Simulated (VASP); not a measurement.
# Be (Cmcm) in VASP: single point with r2SCAN

Aim: the single point of Be with r2SCAN.

All numbers are computed with VASP 6.6.1; they aren't measurements. Logs are shortened: lines on timing, memory, paths and dates and some standing lists are left out, and cuts for length are marked.

### 1 The cell of the first run

It takes space group Cmcm (No. 63, orthorhombic). Conventional cell: a = 2.300 Å, b = 3.585 Å, c = 3.601 Å, α = 90.00°, β = 90.00°, γ = 90.00°. Within 2.8 Å of Be (site symmetry m2m) lie 12 Be at 2.13 to 2.30 Å.

### 2 Single point, r2SCAN (strain -0.1000 x Voigt [0, 1, 0, 0, 0, 0])

Contents of POSCAR:

```
Be
1.0
    2.2995019849      0.0000000000      0.0000000000
   -1.1497509925      1.7922844215      0.0000000000
    0.0000000000      0.0000000000      3.6009000000
Be
2
Direct
    0.3333333333      0.6666666667      0.2500000000
    0.6666666667      0.3333333333      0.7500000000
```

Contents of INCAR.step1:

```
SYSTEM = Be
PREC = Accurate
ENCUT = 520
ISMEAR = 0
SIGMA = 0.15
LREAL = .False.
LASPH = .True.
NELM = 80
NBANDS = 9
GGA = PE
ALGO = Normal
EDIFF = 1E-4
LWAVE = .True.
LCHARG = .False.
```

Contents of INCAR.step2:

```
SYSTEM = Be
PREC = Accurate
ENCUT = 520
EDIFF = 1E-6
ISMEAR = 0
SIGMA = 0.15
LREAL = .False.
LASPH = .True.
NELM = 80
ALGO = Normal
ISIF = 2
LWAVE = .False.
LCHARG = .False.
METAGGA = R2SCAN
LMIXTAU = .True.
NBANDS = 9
ISTART = 1
```

Contents of KPOINTS:

```
regular mesh
0
Gamma
  24 24 14
  0 0 0
```

Potentials or basis: VASP PAW PBE potentials, release 64 (Be).

Run with:

```
> cat potpaw_PBE.64/Be/POTCAR > POTCAR
> cp INCAR.step1 INCAR
> mpirun -np 1 vasp_std > vasp.out
> cp INCAR.step2 INCAR
> mpirun -np 1 vasp_std > vasp.out
```

OUTCAR:

```text
SYSTEM = Be
   PREC = Accurate
   ENCUT = 520
   EDIFF = 1E-6
   ISMEAR = 0
   LREAL = .False.
   LASPH = .True.
   NELM = 80
   ISIF = 2
   METAGGA = R2SCAN
   ISTART = 1

 ion  position               nearest neighbor table
   1  0.333  0.667  0.250-   2 2.16   2 2.16   2 2.22   2 2.22   2 2.22   2 2.22
   2  0.667  0.333  0.750-   1 2.16   1 2.16   1 2.22   1 2.22   1 2.22   1 2.22

  Warning from LATTYP: Monoclinic adjustment (A1->A3, A2->A1, A3->A2)!
  LATTYP: Found a base centered orthorhombic cell.
 ALAT       =     2.2995019849
 B/A-ratio  =     1.5588457268
 C/A-ratio  =     1.5659477677

  Lattice vectors:

 A1 = (   1.1497509925,  -1.7922844215,   0.0000000000)
 A2 = (   1.1497509924,   1.7922844215,   0.0000000000)
 A3 = (   0.0000000000,   0.0000000000,   3.6009000000)

Analysis of symmetry for initial positions (statically):
=====================================================================
 Subroutine PRICEL returns:
 Original cell was already a primitive cell.

 Routine SETGRP: Setting up the symmetry group for a
 base centered orthorhombic supercell.

 Subroutine GETGRP returns: Found  8 space group operations
 (whereof  4 operations were pure point group operations)
 out of a pool of  8 trial point group operations.

The static configuration has the point symmetry C_2h.
 The point group associated with its full space group is D_2h.

Analysis of symmetry for dynamics (positions and initial velocities):
=====================================================================
 Subroutine PRICEL returns:
 Original cell was already a primitive cell.

 Routine SETGRP: Setting up the symmetry group for a
 base centered orthorhombic supercell.

 Subroutine GETGRP returns: Found  8 space group operations
 (whereof  4 operations were pure point group operations)
 out of a pool of  8 trial point group operations.

The dynamic configuration has the point symmetry C_2h.
 The point group associated with its full space group is D_2h.

 Subroutine INISYM returns: Found  8 space group operations
 (whereof  4 operations are pure point group operations),
 and found     1 'primitive' translations

----------------------------------------------------------------------------------------

                                     Primitive cell

  volume of cell :      14.8406

  direct lattice vectors                    reciprocal lattice vectors
     2.299501985  0.000000000  0.000000000     0.434876772  0.278973579  0.000000000
    -1.149750993  1.792284422  0.000000000     0.000000000  0.557947158  0.000000000
     0.000000000  0.000000000  3.600900000     0.000000000  0.000000000  0.277708351

  length of vectors
     2.299501985  2.129368637  3.600900000     0.516666299  0.557947158  0.277708351

  position of ions in fractional coordinates (direct lattice)
     0.333333333  0.666666667  0.250000000
     0.666666667  0.333333333  0.750000000

  ion indices of the primitive-cell ions
   primitive index   ion index
                 1           1
                 2           2

----------------------------------------------------------------------------------------

 KPOINTS: regular mesh

Automatic generation of k-mesh.
 Grid dimensions read from file:
 generate k-points for:   24   24   14

 Generating k-lattice:

  Cartesian coordinates                     Fractional coordinates (reciprocal lattice)
     0.018119865  0.011623899  0.000000000     0.041666667  0.000000000  0.000000000
     0.000000000  0.023247798  0.000000000     0.000000000  0.041666667  0.000000000
     0.000000000  0.000000000  0.019836311     0.000000000  0.000000000  0.071428571

  Length of vectors
     0.021527762  0.023247798  0.019836311

  Shift w.r.t. Gamma in fractional coordinates (k-lattice)
     0.000000000  0.000000000  0.000000000

 Subroutine IBZKPT returns following result:
 ===========================================

 Found   1256 irreducible k-points:

 Following reciprocal coordinates:
            Coordinates               Weight
  0.000000  0.000000  0.000000      1.000000
  0.041667  0.000000  0.000000      4.000000
  0.083333 -0.000000  0.000000      4.000000
  0.125000 -0.000000  0.000000      4.000000
  0.166667  0.000000  0.000000      4.000000
  0.208333 -0.000000  0.000000      4.000000
[... 16 lines left out ...]
  0.375000  0.041667  0.000000      4.000000
  0.416667  0.041667  0.000000      4.000000
 [... further k-points ...]
   k-points           NKPTS =   1256   k-points in BZ     NKDIM =   1256   number of bands    NBANDS=      9
   number of dos      NEDOS =    301   number of ions     NIONS =      2
   total plane-waves  NPLWV =   8064
   dimension x,y,z NGX =    18 NGY =   16 NGZ =   28
   dimension x,y,z NGXF=    36 NGYF=   32 NGZF=   56
   ions per type =               2
   NGX,Y,Z   is equivalent  to a cutoff of  13.01, 12.49, 12.93 a.u.
   NGXF,Y,Z  is equivalent  to a cutoff of  26.03, 24.98, 25.85 a.u.
 SYSTEM =  Be
   PREC   = accura    normal or accurate (medium, high low for compatibility)
   ISTART =      1    job   : 0-new  1-cont  2-samecut
   ICHARG =      0    charge: 1-file 2-atom 10-const
   ISPIN  =      1    spin polarized calculation?
   LNONCOLLINEAR =      F non collinear calculations
   LSORBIT =      F    spin-orbit coupling
   LASPH  =      T    aspherical Exc in radial PAW
   ENCUT  =  520.0 eV  38.22 Ry    6.18 a.u.   4.28  3.96  6.70*2*pi/ulx,y,z
   NELM   =     80;   NELMIN=  2; NELMDL=  0     # of ELM steps
   EDIFF  = 0.1E-05   stopping-criterion for ELM
   LREAL  =      F    real-space projection
   EDIFFG = 0.1E-04   stopping-criterion for IOM
   NSW    =      0    number of steps for IOM
   IBRION =     -1    ionic relax: 0-MD 1-quasi-New 2-CG
   NFREE  =      0    steps in history (QN), initial steepest desc. (CG)
   ISIF   =      2    stress and relaxation
   ISYM   =      2    0-nonsym 1-usesym 2-fastsym
   POTIM  = 0.5000    time-step for ionic-motion
   TEBEG  =    0.0;   TEEND  =   0.0 temperature during run
   PSTRESS=    0.0 pullay stress
   NELECT =       4.0000    total number of electrons
   NUPDOWN=      -1.0000    fix difference up-down
   EMIN   =  10.00;   EMAX   =-10.00  energy-range for DOS
   EFERMI =   0.00;   METHOD = LEGACY
   ISMEAR =     0;   SIGMA  =   0.15  broadening in eV -4-tet -1-fermi 0-gaus
   EFERMI_NEDOS =   21; number of points for ismear=-14 and -15
   IALGO  =     38    algorithm
   IMIX   =      4    mixing-type and parameters
     AMIX     =   0.40;   BMIX     =  1.00
     AMIX_MAG =   1.60;   BMIX_MAG =  1.00
  volume/ion in A,a.u.               =       7.42        50.07
  Fermi-wavevector in a.u.,A,eV,Ry     =   1.057493  1.998372 15.215284  1.118292
  Thomas-Fermi vector in A             =   2.192768
   LORBIT       =      0    0 simple, 1 ext, 2 COOP (PROOUT), +10 PAW based schemes
   METAGGA = R2SCAN    functional components
   LHFCALC =     F    Hartree Fock is set to
   AEXX    =    0.0000 exact exchange contribution
   IVDW    =     0    specifies the selected vdW correction
   LEPSILON=     F    determine dielectric tensor
   LRPA    =     F    only Hartree local field effects (RPA)
 non-spin polarized calculation
 Gauss-broadening in eV      SIGMA  =   0.15
  energy-cutoff  :      520.00
  volume of cell :       14.84
 maximum number of plane-waves:       420
 NGX is ok and might be reduce to    18
   NGX =  9   NGY =  7   NGZ = 13

 number of electron       4.0000000 magnetization

 Free energy of the ion-electron system (eV)
  ---------------------------------------------------
  ext. energy  EPLUGINS =         0.00000000
  ---------------------------------------------------
  free energy    TOTEN  =        -8.53615557 eV

  energy without entropy =       -8.53483351  energy(sigma->0) =       -8.53549454

 E-fermi :   7.9059     XC(G=0): -11.4848

 val. band max:        7.8828024318   @ k =   0.3750   0.0000   0.0000
 cond. band min:       7.9094040626   @ k =  -0.4167   0.0833   0.0000
 fundamental gap:      0.0266016308
 Fermi energy:         7.9059304832

 k-point     1 :       0.0000    0.0000    0.0000
  band No.  band energies     occupation
      1      -4.9502      2.00000
      2       2.1796      2.00000
      3       8.1036      0.06235
      4      25.6387      0.00000
      5      27.5631      0.00000
      6      28.4476      0.00000
      7      30.0394      0.00000
      8      30.5906      0.00000
      9      37.3692      0.00000

 k-point     2 :       0.0417    0.0000    0.0000
  band No.  band energies     occupation
      1      -4.8960      2.00000
      2       2.2512      2.00000
      3       8.1221      0.04156
      4      25.1735      0.00000
      5      26.7202      0.00000
      6      29.0901      0.00000
      7      29.9805      0.00000
      8      30.5243      0.00000
      9      36.9950      0.00000

 k-point     3 :       0.0833   -0.0000    0.0000
  band No.  band energies     occupation
      1      -4.7333      2.00000
      2       2.4660      2.00000
      3       8.1755      0.01103
      4      23.7465      0.00000
      5      25.8338      0.00000
      6      29.4482      0.00000
      7      29.7630      0.00000
      8      30.4250      0.00000
      9      35.8516      0.00000

 k-point     4 :       0.1250   -0.0000    0.0000
  band No.  band energies     occupation
      1      -4.4622      2.00000
      2       2.8235      2.00000
      3       8.2569      0.00094
      4      21.8497      0.00000
      5      25.0501      0.00000
      6      29.0278      0.00000
      7      29.2535      0.00000
      8      30.4360      0.00000
      9      34.4914      0.00000

 k-point     5 :       0.1667    0.0000    0.0000
  band No.  band energies     occupation
      1      -4.0826      2.00000
      2       3.3233      2.00000
      3       8.3506      0.00003
      4      19.8692      0.00000
      5      24.2553      0.00000
      6      28.0391      0.00000
      7      28.2524      0.00000
      8      30.3576      0.00000
      9      33.4047      0.00000

 k-point     6 :       0.2083   -0.0000    0.0000
  band No.  band energies     occupation
      1      -3.5949      2.00000
      2       3.9644      2.00000
      3       8.4235      0.00000
      4      17.9737      0.00000
      5      23.4699      0.00000
      6      26.6840      0.00000
      7      26.6932      0.00000
      8      30.1295      0.00000
      9      32.6991      0.00000
[... 169 lines left out ...]
 k-point    21 :       0.2917    0.0417    0.0000
  band No.  band energies     occupation
      1      -1.8015      2.00000
      2       6.3196      2.00000
      3       7.9551      0.64311
      4      14.4127      0.00000
      5      21.4267      0.00000
      6      21.9153      0.00000
      7      22.7673      0.00000
      8      29.2829      0.00000
      9      31.8601      0.00000

 k-point    22 :       0.3333    0.0417    0.0000
  band No.  band energies     occupation
      1      -0.9439      2.00000
      2       7.2083      2.00000
      3       7.4416      1.99999
      4      13.8963      0.00000
      5      19.3471      0.00000
      6      20.7879      0.00000
      7      21.9287      0.00000
      8      28.9078      0.00000
      9      31.8910      0.00000

 k-point    23 :       0.3750    0.0417    0.0000
  band No.  band energies     occupation
      1      -0.0037      2.00000
      2       6.1779      2.00000
      3       8.6720      0.00000
      4      13.8425      0.00000
      5      17.3794      0.00000
      6      19.5553      0.00000
      7      21.4863      0.00000
      8      28.5955      0.00000
      9      31.9593      0.00000

 k-point    24 :       0.4167    0.0417    0.0000
  band No.  band energies     occupation
      1       0.9747      2.00000
      2       5.0546      2.00000
      3       9.9530      0.00000
      4      14.0543      0.00000
      5      15.6047      0.00000
      6      18.4974      0.00000
      7      21.2393      0.00000
      8      28.3652      0.00000
      9      32.0471      0.00000

 [... further k-points ...]

------------------------ aborting loop because EDIFF is reached ----------------------------------------

  FORCE on cell =-STRESS in cart. coord.  units (eV):
  Direction    XX          YY          ZZ          XY          YZ          ZX
  --------------------------------------------------------------------------------------
  -------------------------------------------------------------------------------------
  Total       -0.1998771      3.2842294     -0.3999156     -0.0000000      0.0000000      0.0000000
  in kB      -21.5785323    354.5620819    -43.1744871     -0.0000000      0.0000000      0.0000000
  external PRESSURE =      96.6030208 kB  Pullay stress =       0.0000000 kB

 VOLUME and BASIS-vectors are now :
 -----------------------------------------------------------------------------
  energy-cutoff  :      520.00
  volume of cell :       14.84
      direct lattice vectors                 reciprocal lattice vectors
     2.299501985  0.000000000  0.000000000     0.434876772  0.278973579  0.000000000
    -1.149750993  1.792284422  0.000000000     0.000000000  0.557947158  0.000000000
     0.000000000  0.000000000  3.600900000     0.000000000  0.000000000  0.277708351

 POSITION                                       TOTAL-FORCE (eV/Angst)
 -----------------------------------------------------------------------------------
     -0.00000      1.19486      0.90023         0.000000     -0.323343     -0.000000
      1.14975      0.59743      2.70068        -0.000000      0.323343      0.000000
 -----------------------------------------------------------------------------------
    total drift:                                0.000000     -0.000000      0.000000

  FREE ENERGIE OF THE ION-ELECTRON SYSTEM (eV)
  ---------------------------------------------------
  free  energy   TOTEN  =        -8.5361555731 eV

  energy  without entropy=       -8.5348335097  energy(sigma->0) =       -8.53549454
```

Run time: 6.5 min. Hardware: 1 thread of Intel Xeon Platinum 8259CL at 2.50GHz (Skylake/Cascade Lake), shared host; peak memory 0.25 GiB.

What came out:

```
Free energy            : -8.5362 eV
Pressure               : 9.7 GPa
Largest force          : 0.323 eV/Å
Band gap on the k mesh : zero (bands 2 and 3 overlap by 1.82 eV)
```

Forces on the atoms (eV/Å):
```
Be   0.000 -0.323  0.000
Be   0.000  0.323  0.000
```

Levels at points of the mesh, in eV from the Fermi level:
```csv
k point,band 1,band 2,band 3,band 4,band 5,band 6
"(0.00, 0.00, 0.00)",-12.86,-5.73,0.20,17.73,19.66,20.54
"(0.50, 0.00, 0.00)",-6.05,-3.93,3.20,6.18,6.43,10.33
"(0.00, 0.50, 0.00)",-4.93,-2.48,5.10,7.47,7.74,8.48
"(0.00, 0.00, 0.50)",-10.61,-10.61,10.20,10.20,19.47,19.47
"(0.50, 0.00, 0.50)",-4.59,-4.59,1.16,1.16,15.40,15.40
"(0.00, 0.50, 0.50)",-3.42,-3.42,2.88,2.88,11.22,11.22
```

Caveat: the cell differs from its parent crystal (strain -0.1000 x Voigt [0, 1, 0, 0, 0, 0]); the stress differs along the axes, from -4 to 35 GPa; the PAW data sets were made with another functional, which shifts forces and pressure a little.

The gap in the log of VASP goes by the Fermi energy; the results here count the filled bands.